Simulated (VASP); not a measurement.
# SnO (P4/nmm) in VASP: notebook, part 2 of 2

VASP 6.6.1.

## (4) Single point, PBEsol

This run uses another cell than the first one, of 12.71 Å³/atom.

The input, INCAR:

```
SYSTEM = SnO
PREC = Accurate
ENCUT = 520
EDIFF = 1E-6
ISMEAR = 0
SIGMA = 0.1
LREAL = .False.
LASPH = .True.
NELM = 60
ALGO = Normal
ISIF = 2
LWAVE = .False.
LCHARG = .False.
GGA = PS
NBANDS = 50
```

The input, KPOINTS:

```
regular mesh
0
Gamma
  10 10 6
  0 0 0
```

The input, POSCAR:

```
SnO
1.0
    2.5172637332     -2.5172637332      0.0000000000
    2.5172637332      2.5172637332      0.0000000000
    0.0000000000      0.0000000000      8.0245966500
Sn O
4 4
Direct
    0.7500000000      0.2500000000      0.8950238235
    0.2500000000      0.7500000000      0.1049761765
    0.7500000000      0.2500000000      0.3950238235
    0.2500000000      0.7500000000      0.6049761765
    0.2500000000      0.2500000000      0.2500000000
    0.7500000000      0.7500000000      0.7500000000
    0.2500000000      0.2500000000      0.7500000000
    0.7500000000      0.7500000000      0.2500000000
```

Potentials or basis: VASP PAW PBE potentials, release 64 (Sn_d, O).

The run is started by

```
$ cat potpaw_PBE.64/Sn_d/POTCAR potpaw_PBE.64/O/POTCAR > POTCAR
$ mpirun -np 1 vasp_std > vasp.out
```

OUTCAR:

```text
SYSTEM = SnO
   PREC = Accurate
   ENCUT = 520
   EDIFF = 1E-6
   ISMEAR = 0
   LREAL = .False.
   LASPH = .True.
   NELM = 60
   ISIF = 2
   GGA = PS

 ion  position               nearest neighbor table
   1  0.750  0.250  0.895-   6 2.13   7 2.13   6 2.13   7 2.13   2 3.03   2 3.03   2 3.03   2 3.03
                             4 3.43   4 3.43   4 3.43   4 3.43
   2  0.250  0.750  0.105-   5 2.13   8 2.13   5 2.13   8 2.13   1 3.03   1 3.03   1 3.03   1 3.03
                             3 3.43   3 3.43   3 3.43   3 3.43
   3  0.750  0.250  0.395-   5 2.13   8 2.13   8 2.13   5 2.13   4 3.03   4 3.03   4 3.03   4 3.03
                             2 3.43   2 3.43   2 3.43   2 3.43
   4  0.250  0.750  0.605-   6 2.13   7 2.13   7 2.13   6 2.13   3 3.03   3 3.03   3 3.03   3 3.03
                             1 3.43   1 3.43   1 3.43   1 3.43
   5  0.250  0.250  0.250-   2 2.13   3 2.13   2 2.13   3 2.13
   6  0.750  0.750  0.750-   1 2.13   4 2.13   1 2.13   4 2.13
   7  0.250  0.250  0.750-   1 2.13   4 2.13   4 2.13   1 2.13
   8  0.750  0.750  0.250-   2 2.13   3 2.13   3 2.13   2 2.13
[... 7 lines left out ...]
 A1 = (   2.5172637332,  -2.5172637332,   0.0000000000)
 A2 = (   2.5172637332,   2.5172637332,   0.0000000000)
 A3 = (   0.0000000000,   0.0000000000,   8.0245966500)

Analysis of symmetry for initial positions (statically):
[... 210 lines left out ...]
  band No.  band energies     occupation
      1     -11.2884      2.00000
      2     -11.1032      2.00000
      3     -10.6337      2.00000
      4     -10.5889      2.00000
      5     -10.5889      2.00000
      6     -10.5722      2.00000
[... 1261 lines left out ...]
     49      19.3059      0.00000
     50      19.3766      0.00000

 [... further k-points ...]
[... 5 lines left out ...]
  --------------------------------------------------------------------------------------
  -------------------------------------------------------------------------------------
  Total       19.3322241     19.3322241     19.3993002      0.0000000     -0.0000000      0.0000000
  in kB      304.5662372    304.5662372    305.6229764      0.0000000     -0.0000000      0.0000000
  external PRESSURE =     304.9184836 kB  Pullay stress =       0.0000000 kB

 VOLUME and BASIS-vectors are now :
 -----------------------------------------------------------------------------
  energy-cutoff  :      520.00
  volume of cell :      101.70
      direct lattice vectors                 reciprocal lattice vectors
     2.517263733 -2.517263733  0.000000000     0.198628373 -0.198628373  0.000000000
     2.517263733  2.517263733  0.000000000     0.198628373  0.198628373  0.000000000
     0.000000000  0.000000000  8.024596650     0.000000000  0.000000000  0.124616855

 POSITION                                       TOTAL-FORCE (eV/Angst)
 -----------------------------------------------------------------------------------
      2.51726     -1.25863      7.18221        -0.000000      0.000000      0.111283
      2.51726      1.25863      0.84239        -0.000000      0.000000     -0.111283
      2.51726     -1.25863      3.16991        -0.000000     -0.000000      0.111283
      2.51726      1.25863      4.85469         0.000000     -0.000000     -0.111283
      1.25863      0.00000      2.00615        -0.000000     -0.000000      0.000000
      3.77590      0.00000      6.01845         0.000000     -0.000000      0.000000
      1.25863      0.00000      6.01845        -0.000000      0.000000      0.000000
      3.77590      0.00000      2.00615        -0.000000      0.000000      0.000000
 -----------------------------------------------------------------------------------
    total drift:                                0.000000      0.000000     -0.000000

  FREE ENERGIE OF THE ION-ELECTRON SYSTEM (eV)
  ---------------------------------------------------
  free  energy   TOTEN  =       -46.1287057281 eV

  energy  without entropy=      -46.1273613059  energy(sigma->0) =      -46.12803352
```

stdout:

```text
POSCAR found type information on POSCAR SnO
 POSCAR found :  2 types and       8 ions
 scaLAPACK will be used
 -----------------------------------------------------------------------------
|                                                                             |
|                                                                             |
|     You enforced a specific xc type in the INCAR file but a different       |
|     I HOPE YOU KNOW WHAT YOU ARE DOING!                                     |
|                                                                             |
 -----------------------------------------------------------------------------

 LDA part: xc-table for (Slater+PW92), standard interpolation
 POSCAR, INCAR and KPOINTS ok, starting setup
 FFT: planning ... GRIDC
 FFT: planning ... GRID_SOFT
 FFT: planning ... GRID
 WAVECAR not read
 entering main loop
```

Wall time 10 min (1 thread of Intel Xeon 8259CL, shared host); peak memory 0.41 GiB.

Results:

```yaml
Free_energy: -46.1287 eV
Pressure: 30.5 GPa
Largest_force: 0.111 eV/Å
Band_gap_on_the_k_mesh: zero (bands 40 and 41 overlap by 2.18 eV)
```

Forces on the atoms (eV/Å):
```
Sn   0.000  0.000  0.111
Sn   0.000  0.000 -0.111
Sn   0.000  0.000  0.111
Sn   0.000  0.000 -0.111
O    0.000  0.000  0.000
O    0.000  0.000  0.000
O    0.000  0.000  0.000
O    0.000  0.000  0.000
```

Caveat: the cell stands under pressure; the PAW data sets were made with another functional, which shifts forces and pressure a little; spin-orbit coupling is left out, which moves the levels of the heavy elements.

## (5) Single point, PBEsol

This run uses another cell than the first one, of 17.20 Å³/atom.

The input, INCAR:

```
  PREC = Accurate
  ENCUT = 520
  EDIFF = 1E-6
  ISMEAR = 0
  SIGMA = 0.02
  LREAL = F
  LASPH = T
  NELM = 100
  ALGO = Normal
  ISIF = 2
  LWAVE = F
  LCHARG = F
  GGA = PS
  NBANDS = 50
```

The input, KPOINTS:

```
regular mesh
0
Gamma
  10 10 4
```

The input, POSCAR:

```
SnO
1.0
    2.6910265929     -2.6910263681      0.0000000000
    2.6910265929      2.6910263681      0.0000000000
    0.0000000000      0.0000000000      9.5027696111
Sn O
4 4
Direct
    0.7500077538      0.2499922462      0.8712316879
    0.2499922462      0.7500077538      0.1287683121
    0.7499922462      0.2500077538      0.3712316879
    0.2500077538      0.7499922462      0.6287683121
    0.2499958234      0.2500041766      0.2500000000
    0.7500041766      0.7499958234      0.7500000000
    0.2500041766      0.2499958234      0.7500000000
    0.7499958234      0.7500041766      0.2500000000
```

The run is started by

```
$ cat potpaw_PBE.64/Sn_d/POTCAR potpaw_PBE.64/O/POTCAR > POTCAR
$ mpirun -np 1 vasp_std > vasp.out
```

It took 4.6 min on 1 thread of Intel Xeon 6975P-C (Granite Rapids), shared host; peak memory 0.54 GiB.

The run converged. Its results:

| Property | Result |
| --- | --- |
| Free energy | -48.4288 eV |
| Pressure | 0.2 GPa |
| Largest force | 0.086 eV/Å |
| Band gap on the k mesh | zero (bands 40 and 41 overlap by 0.09 eV) |

Forces in eV/Å, atoms in the order of the input:
```
Sn   0.000  0.000  0.086
Sn   0.000  0.000 -0.086
Sn   0.000  0.000  0.086
Sn   0.000  0.000 -0.086
O    0.000  0.000  0.000
O    0.000  0.000  0.000
O    0.000  0.000  0.000
O    0.000  0.000  0.000
```

Levels at points of the mesh, in eV from the Fermi level:
```csv
k point,band 38,band 39,band 40,band 41,band 42,band 43
"(0.00, 0.00, 0.00)",-3.01,-2.21,-0.02,1.57,2.11,2.77
"(0.50, 0.00, 0.00)",-2.79,-1.75,-1.75,2.63,2.63,3.24
"(0.50, 0.50, 0.00)",-2.53,-1.90,-1.90,-0.10,-0.10,2.27
"(0.00, 0.00, 0.50)",-3.21,-0.57,-0.57,1.57,1.57,3.38
"(0.50, 0.00, 0.50)",-2.22,-2.22,-2.22,2.93,2.93,2.93
"(0.50, 0.50, 0.50)",-2.38,-2.38,-2.38,0.82,0.82,0.82
```

Caveat: semilocal functionals underestimate gaps, so a narrow gap can read as zero; the PAW data sets were made with another functional, which shifts forces and pressure a little; spin-orbit coupling is left out, which moves the levels of the heavy elements.

## (6) The runs side by side

```tsv
cell	k mesh	smearing	gap on the mesh (eV)	pressure (GPa)	largest force (eV/Å)
a = 3.643, b = 3.643, c = 8.405 Å, 8 atoms, atomic positions A	10 × 10 × 4	gaussian 0.1 eV	none	15.4	0.10
a = 3.702, b = 3.702, c = 8.696 Å, 8 atoms, atomic positions B	10 × 10 × 4	gaussian 0.1 eV	none	8.4	0.09
a = 3.560, b = 3.560, c = 8.025 Å, 8 atoms, atomic positions C	10 × 10 × 6	gaussian 0.1 eV	none	30.5	0.11
a = 3.806, b = 3.806, c = 9.503 Å, 8 atoms, atomic positions D	10 × 10 × 4	gaussian 0.02 eV	none	0.2	0.09
```

Alike in all rows: task single point; level PBEsol; potentials or basis VASP PAW PBE potentials, release 64 (Sn_d, O); no spin polarisation; cutoff (eV) 520.

Caveats: the PAW data sets were made with another functional, which shifts forces and pressure a little; spin-orbit coupling is left out, which moves the levels of the heavy elements; the cell stands under pressure (at least some runs); semilocal functionals underestimate gaps, so a narrow gap can read as zero (at least some runs).

Total energies depend on the potentials used, so only differences within one code and one set of settings carry meaning.
